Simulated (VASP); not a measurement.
# Al2Au (d3) (Fm-3m) in VASP: a series of runs, part 2 of 3

VASP 6.6.1. The steps go on from the part before.

## 3. Single point, PBE+D3(BJ)

This run uses another cell than the first one, of 17.93 Å³/atom, 0.994 times its volume.

INCAR reads:

```
  ALGO = Normal
  EDIFF = 1E-6
  ENCUT = 520
  GGA = PE
  ISIF = 2
  ISMEAR = 0
  IVDW = 12
  LASPH = True
  LCHARG = True
  LELF = True
  LREAL = False
  LVHAR = True
  LWAVE = False
  NBANDS = 16
  NELM = 60
  PREC = Accurate
  SIGMA = 0.1
```

KPOINTS reads:

```
k-points
0
Gamma
  12 12 12
```

POSCAR reads:

```
Al2Au
1.0
    0.0000000000      2.9960241879      2.9960241879
    2.9960241879      0.0000000000      2.9960241879
    2.9960241879      2.9960241879      0.0000000000
Al Au
2 1
Direct
    0.2500000000      0.2500000000      0.2500000000
    0.7500000000      0.7500000000      0.7500000000
    0.0000000000      0.0000000000      0.0000000000
```

Potentials or basis: VASP PAW PBE potentials, release 64 (Al, Au).

Run with:

```
$ cat potpaw_PBE.64/Al/POTCAR potpaw_PBE.64/Au/POTCAR > POTCAR
$ mpirun -np 1 vasp_std > vasp.out
```

OUTCAR:

```text
EDIFF = 1E-6
   ENCUT = 520
   GGA = PE
   ISIF = 2
   ISMEAR = 0
   IVDW = 12
   LASPH = True
   LREAL = False
   NELM = 60
   PREC = Accurate
 IVDW          = 12

 ion  position               nearest neighbor table
   1  0.250  0.250  0.250-   3 2.59   3 2.59   3 2.59   3 2.59   2 3.00   2 3.00   2 3.00   2 3.00
                             2 3.00   2 3.00
   2  0.750  0.750  0.750-   3 2.59   3 2.59   3 2.59   3 2.59   1 3.00   1 3.00   1 3.00   1 3.00
                             1 3.00   1 3.00
   3  0.000  0.000  0.000-   2 2.59   2 2.59   2 2.59   1 2.59   2 2.59   1 2.59   1 2.59   1 2.59

  LATTYP: Found a face centered cubic cell.
 ALAT       =     5.9920483758

  Lattice vectors:

 A1 = (   0.0000000000,   2.9960241879,   2.9960241879)
 A2 = (   2.9960241879,   0.0000000000,   2.9960241879)
 A3 = (   2.9960241879,   2.9960241879,   0.0000000000)

Analysis of symmetry for initial positions (statically):
=====================================================================
 Subroutine PRICEL returns:
 Original cell was already a primitive cell.

 Routine SETGRP: Setting up the symmetry group for a
 face centered cubic supercell.

 Subroutine GETGRP returns: Found 48 space group operations
[... 9 lines left out ...]

 Routine SETGRP: Setting up the symmetry group for a
 face centered cubic supercell.

 Subroutine GETGRP returns: Found 48 space group operations
[... 11 lines left out ...]
                                     Primitive cell

  volume of cell :      53.7856

  direct lattice vectors                    reciprocal lattice vectors
     0.000000000  2.996024188  2.996024188    -0.166887838  0.166887838  0.166887838
     2.996024188  0.000000000  2.996024188     0.166887838 -0.166887838  0.166887838
     2.996024188  2.996024188  0.000000000     0.166887838  0.166887838 -0.166887838

  length of vectors
     4.237018040  4.237018040  4.237018040     0.289058215  0.289058215  0.289058215

  position of ions in fractional coordinates (direct lattice)
     0.250000000  0.250000000  0.250000000
     0.750000000  0.750000000  0.750000000
     0.000000000  0.000000000  0.000000000

  ion indices of the primitive-cell ions
   primitive index   ion index
                 1           1
                 2           2
                 3           3

----------------------------------------------------------------------------------------

 KPOINTS: k-points

Automatic generation of k-mesh.
 Grid dimensions read from file:
 generate k-points for:   12   12   12

 Generating k-lattice:

  Cartesian coordinates                     Fractional coordinates (reciprocal lattice)
    -0.013907320  0.013907320  0.013907320     0.083333333  0.000000000  0.000000000
     0.013907320 -0.013907320  0.013907320     0.000000000  0.083333333  0.000000000
     0.013907320  0.013907320 -0.013907320     0.000000000  0.000000000  0.083333333

  Length of vectors
     0.024088185  0.024088185  0.024088185

  Shift w.r.t. Gamma in fractional coordinates (k-lattice)
     0.000000000  0.000000000  0.000000000

 Subroutine IBZKPT returns following result:
 ===========================================

 Found     72 irreducible k-points:

 Following reciprocal coordinates:
            Coordinates               Weight
  0.000000  0.000000  0.000000      1.000000
  0.083333  0.000000  0.000000      8.000000
  0.166667  0.000000  0.000000      8.000000
  0.250000  0.000000  0.000000      8.000000
  0.333333  0.000000  0.000000      8.000000
  0.416667  0.000000  0.000000      8.000000
[... 16 lines left out ...]
  0.500000  0.166667  0.000000     24.000000
 -0.416667  0.166667  0.000000     24.000000
 [... further k-points ...]
   k-points           NKPTS =     72   k-points in BZ     NKDIM =     72   number of bands    NBANDS=     16
   number of dos      NEDOS =    301   number of ions     NIONS =      3
   total plane-waves  NPLWV =  32768
   dimension x,y,z NGX =    32 NGY =   32 NGZ =   32
   dimension x,y,z NGXF=    64 NGYF=   64 NGZF=   64
   ions per type =               2   1
   NGX,Y,Z   is equivalent  to a cutoff of  12.56, 12.56, 12.56 a.u.
   NGXF,Y,Z  is equivalent  to a cutoff of  25.11, 25.11, 25.11 a.u.
 SYSTEM =  unknown system
   PREC   = accura    normal or accurate (medium, high low for compatibility)
   ISTART =      0    job   : 0-new  1-cont  2-samecut
   ICHARG =      2    charge: 1-file 2-atom 10-const
   ISPIN  =      1    spin polarized calculation?
   LNONCOLLINEAR =      F non collinear calculations
   LSORBIT =      F    spin-orbit coupling
   LASPH  =      T    aspherical Exc in radial PAW
   ENCUT  =  520.0 eV  38.22 Ry    6.18 a.u.   7.88  7.88  7.88*2*pi/ulx,y,z
   NELM   =     60;   NELMIN=  2; NELMDL= -5     # of ELM steps
   EDIFF  = 0.1E-05   stopping-criterion for ELM
   LREAL  =      F    real-space projection
   EDIFFG = 0.1E-04   stopping-criterion for IOM
   NSW    =      0    number of steps for IOM
   IBRION =     -1    ionic relax: 0-MD 1-quasi-New 2-CG
   NFREE  =      0    steps in history (QN), initial steepest desc. (CG)
   ISIF   =      2    stress and relaxation
   ISYM   =      2    0-nonsym 1-usesym 2-fastsym
   POTIM  = 0.5000    time-step for ionic-motion
   TEBEG  =    0.0;   TEEND  =   0.0 temperature during run
   PSTRESS=    0.0 pullay stress
   NELECT =      17.0000    total number of electrons
   NUPDOWN=      -1.0000    fix difference up-down
   EMIN   =  10.00;   EMAX   =-10.00  energy-range for DOS
   EFERMI =   0.00;   METHOD = LEGACY
   ISMEAR =     0;   SIGMA  =   0.10  broadening in eV -4-tet -1-fermi 0-gaus
   EFERMI_NEDOS =   21; number of points for ismear=-14 and -15
   IALGO  =     38    algorithm
   IMIX   =      4    mixing-type and parameters
     AMIX     =   0.40;   BMIX     =  1.00
     AMIX_MAG =   1.60;   BMIX_MAG =  1.00
  volume/ion in A,a.u.               =      17.93       120.99
  Fermi-wavevector in a.u.,A,eV,Ry     =   1.115157  2.107340 16.919852  1.243574
  Thomas-Fermi vector in A             =   2.251758
   LORBIT       =      0    0 simple, 1 ext, 2 COOP (PROOUT), +10 PAW based schemes
   GGA     = PE    functional components
   LHFCALC =     F    Hartree Fock is set to
   AEXX    =    0.0000 exact exchange contribution
   IVDW    =    12    specifies the selected vdW correction
   LEPSILON=     F    determine dielectric tensor
   LRPA    =     F    only Hartree local field effects (RPA)
 non-spin polarized calculation
 Gauss-broadening in eV      SIGMA  =   0.10
  energy-cutoff  :      520.00
  volume of cell :       53.79
 maximum number of plane-waves:      1464
   NGX = 15   NGY = 15   NGZ = 15

 number of electron      17.0000000 magnetization

 Free energy of the ion-electron system (eV)
  ---------------------------------------------------
  ext. energy  EPLUGINS =         0.00000000
  ---------------------------------------------------
  free energy    TOTEN  =       -12.00451273 eV

  energy without entropy =      -11.99976123  energy(sigma->0) =      -12.00213698

 E-fermi :   7.8533     XC(G=0): -10.5434

 val. band max:        7.8352431480   @ k =   0.2500   0.1667   0.0833
 cond. band min:       7.8781732538   @ k =  -0.2500   0.0833   0.0000
 fundamental gap:      0.0429301058
 Fermi energy:         7.8533196622

 k-point     1 :       0.0000    0.0000    0.0000
  band No.  band energies     occupation
      1      -2.7383      2.00000
      2       1.2201      2.00000
      3       1.2201      2.00000
      4       1.2201      2.00000
      5       2.1819      2.00000
      6       2.1819      2.00000
[... 8 lines left out ...]
     15      13.5967      0.00000
     16      13.5967      0.00000

 k-point     2 :       0.0833    0.0000    0.0000
  band No.  band energies     occupation
      1      -2.6467      2.00000
      2       1.1896      2.00000
      3       1.2436      2.00000
      4       1.2436      2.00000
      5       2.1768      2.00000
      6       2.1768      2.00000
[... 8 lines left out ...]
     15      13.3488      0.00000
     16      13.4086      0.00000
[... 387 lines left out ...]
      5       2.3221      2.00000
      6       2.3323      2.00000
[... 8 lines left out ...]
     15      17.0172      0.00000
     16      17.8836      0.00000

 k-point    24 :      -0.4167    0.1667    0.0000
  band No.  band energies     occupation
      1      -0.3924      2.00000
      2       1.0370      2.00000
      3       1.5831      2.00000
      4       1.6022      2.00000
      5       2.2435      2.00000
      6       2.2455      2.00000
[... 8 lines left out ...]
     15      16.1028      0.00000
     16      16.6507      0.00000

 [... further k-points ...]

------------------------ aborting loop because EDIFF is reached ----------------------------------------

 Edisp (eV)   -1.21196

 E8    (eV) :    -0.5463

  FORCE on cell =-STRESS in cart. coord.  units (eV):
  Direction    XX          YY          ZZ          XY          YZ          ZX
  --------------------------------------------------------------------------------------
  -------------------------------------------------------------------------------------
  Total      -0.06775    -0.06775    -0.06775    -0.00000    -0.00000    -0.00000
  in kB      -2.01814    -2.01814    -2.01814    -0.00000    -0.00000    -0.00000
  external pressure =       -2.02 kB  Pullay stress =        0.00 kB

 VOLUME and BASIS-vectors are now :
 -----------------------------------------------------------------------------
  energy-cutoff  :      520.00
  volume of cell :       53.79
      direct lattice vectors                 reciprocal lattice vectors
     0.000000000  2.996024188  2.996024188    -0.166887838  0.166887838  0.166887838
     2.996024188  0.000000000  2.996024188     0.166887838 -0.166887838  0.166887838
     2.996024188  2.996024188  0.000000000     0.166887838  0.166887838 -0.166887838

 POSITION                                       TOTAL-FORCE (eV/Angst)
 -----------------------------------------------------------------------------------
      1.49801      1.49801      1.49801         0.000000      0.000000      0.000000
      4.49404      4.49404      4.49404        -0.000000     -0.000000      0.000000
      0.00000      0.00000      0.00000         0.000000      0.000000     -0.000000
 -----------------------------------------------------------------------------------
    total drift:                                0.000000     -0.000000      0.000000

  FREE ENERGIE OF THE ION-ELECTRON SYSTEM (eV)
  ---------------------------------------------------
  free  energy   TOTEN  =       -13.2164719363 eV

  energy  without entropy=      -13.2117204374  energy(sigma->0) =      -13.21409619
```

OSZICAR:

```text
N       E                     dE             d eps       ncg     rms          rms(c)
DAV:   1     0.557226106651E+02    0.55723E+02   -0.68565E+03  2344   0.879E+02
DAV:   2    -0.118902385404E+02   -0.67613E+02   -0.61366E+02  2912   0.170E+02
DAV:   3    -0.132780092483E+02   -0.13878E+01   -0.13823E+01  2896   0.235E+01
DAV:   4    -0.132892110101E+02   -0.11202E-01   -0.11201E-01  2800   0.242E+00
DAV:   5    -0.132894165761E+02   -0.20557E-03   -0.20557E-03  2896   0.340E-01    0.911E+00
DAV:   6    -0.121094638566E+02    0.11800E+01   -0.45861E+00  2624   0.215E+01    0.401E+00
DAV:   7    -0.120333824178E+02    0.76081E-01   -0.21108E-01  2392   0.456E+00    0.187E+00
DAV:   8    -0.120052985472E+02    0.28084E-01   -0.21472E-02  2752   0.951E-01    0.405E-01
DAV:   9    -0.120043786474E+02    0.91990E-03   -0.25384E-03  2784   0.502E-01    0.179E-01
DAV:  10    -0.120045149795E+02   -0.13633E-03   -0.19739E-04  2528   0.843E-02    0.320E-02
DAV:  11    -0.120045110112E+02    0.39683E-05   -0.59324E-06  3048   0.180E-02    0.128E-02
DAV:  12    -0.120045126628E+02   -0.16516E-05   -0.38228E-06  2472   0.105E-02    0.250E-03
DAV:  13    -0.120045127268E+02   -0.64066E-07   -0.56772E-08  1600   0.204E-03
   1 F= -.13216472E+02 E0= -.13214096E+02  d E =-.475150E-02
```

stdout:

```text
POSCAR found type information on POSCAR AlAu
 POSCAR found :  2 types and       3 ions
 scaLAPACK will be used
 LDA part: xc-table for (Slater+PW92), standard interpolation
 POSCAR, INCAR and KPOINTS ok, starting setup
 FFT: planning ... GRIDC
 FFT: planning ... GRID_SOFT
 FFT: planning ... GRID
 WAVECAR not read
 entering main loop
```

Run time: 34 s. Hardware: 1 thread of Intel Xeon Platinum 8375C at 2.90GHz (Ice Lake), shared host; peak memory 0.22 GiB.

Results:

```yaml
Free_energy: -13.2165 eV
Pressure: -0.2 GPa
Dispersion_energy_per_atom: -0.404 eV
```

Levels at points of the mesh, in eV from the Fermi level:
```
           k point  band 6  band 7  band 8  band 9  band 10  band 11  band 12  band 13
(0.00, 0.00, 0.00)   -5.67    2.26    2.95    2.95     2.95     3.92     3.92     3.92
(0.50, 0.00, 0.00)   -5.55   -5.48    0.35    0.35     3.29     3.62     3.82     3.82
(0.50, 0.50, 0.00)   -5.36   -5.04   -2.13   -2.13     1.28     2.09     7.64     9.84
```

Caveat: spin-orbit coupling is left out, which moves the levels of the heavy elements; pairwise dispersion overbinds metals, which lowers pressure and volume.

[end of part 2 of 3]
